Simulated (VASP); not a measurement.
A run of VASP 6.6.1 is set up as follows.

The input INCAR:

```
PREC = Accurate
ENCUT = 520
EDIFF = 1E-7
ISMEAR = 0
SIGMA = 0.1
LREAL = False
LASPH = True
NELM = 80
ALGO = Normal
ISIF = 2
LWAVE = False
LCHARG = False
GGA = PE
NBANDS = 36
```

KPOINTS

```
regular mesh
0
Gamma
  6 6 2
```

POSCAR

```
InGa2N3
1.0
    3.4288299000      0.0000000000      0.0000000000
   -1.7144149500      2.9694538000      0.0000000000
    0.0000000000      0.0000000000      8.3929804300
In Ga N
1 2 3
Direct
    0.0000000000      0.0000000000      0.0000000000
    0.3333333300      0.6666666700      0.6559943000
    0.6666666700      0.3333333300      0.3440057000
    0.3333333300      0.6666666700      0.1659022100
    0.6666666700      0.3333333300      0.8340977900
    0.0000000000      0.0000000000      0.5000000000
```

Potentials or basis: VASP PAW PBE potentials, release 64 (In_d, Ga_d, N).

Command:

```bash
$ cat potpaw_PBE.64/In_d/POTCAR potpaw_PBE.64/Ga_d/POTCAR potpaw_PBE.64/N/POTCAR > POTCAR
$ mpirun -np 1 vasp_std > vasp.out
```

(1) Predict the pressure.

(2) Predict the band gap on the k mesh.

(3) What does it give for the largest force?

Results:

(1) -24.2 GPa.

(2) zero (band 27 reaches 5.06 eV, above the bottom of band 28 at 4.61 eV).

(3) 0.940 eV/Å.

Caveat: the k points lie up to 0.37 Å⁻¹ apart; spin-orbit coupling is left out, which moves the levels of the heavy elements.
